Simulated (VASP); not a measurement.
# SnSe2: single point with r2SCAN

SnSe2:

```xyz
3
Lattice="3.8406 0.0000 0.0000 -1.9203 3.3260 0.0000 0.0000 0.0000 6.5246" Properties=species:S:1:pos:R:3 pbc="T T T"
Sn    0.0000    0.0000    0.0000
Se    1.9203    1.1087    4.9507
Se    0.0000    2.2173    1.5739
```

```yaml
Program: VASP 6.6.1
Task: single point
Functional: r2SCAN
Potentials_or_basis: VASP PAW PBE potentials, release 64 (Sn_d, Se)
Cutoff: 520 eV
k_mesh: 12 × 12 × 4
Occupations: gaussian, width 0.02 eV
Spin: no spin polarisation
Dipole_correction: no
Further_INCAR_settings: ALGO = Normal; EDIFF = 1e-06; NBANDS = 20
```

The pressure is 0.1 GPa, the largest force is 0.012 eV/Å and the band gap on the k mesh is 1.04 eV (least direct gap 1.46 eV).

Forces on the atoms (eV/Å):
```
Sn   0.000  0.000  0.000
Se   0.000  0.000 -0.012
Se   0.000  0.000  0.012
```

Levels at points of the mesh, in eV from the valence-band top:
| k point | band 11 | band 12 | band 13 | band 14 | band 15 | band 16 |
| --- | --- | --- | --- | --- | --- | --- |
| (0.00, 0.00, 0.00) | -0.26 | -0.18 | -0.18 | 1.51 | 3.62 | 5.08 |
| (0.50, 0.00, 0.00) | -2.40 | -0.94 | -0.25 | 1.34 | 4.38 | 6.00 |
| (0.00, 0.00, 0.50) | -0.58 | -0.09 | -0.09 | 2.66 | 3.57 | 4.92 |
| (0.50, 0.00, 0.50) | -2.00 | -0.68 | -0.48 | 1.04 | 4.75 | 5.32 |

It took 3.6 min on 1 thread of Intel(R) Xeon(R) 6975P-C (Granite Rapids), on a shared host, peak memory 0.28 GiB.

Caveat: the PAW data sets were made with another functional, which shifts forces and pressure a little; spin-orbit coupling is left out, which moves the levels of the heavy elements. A k mesh can miss the band edges.
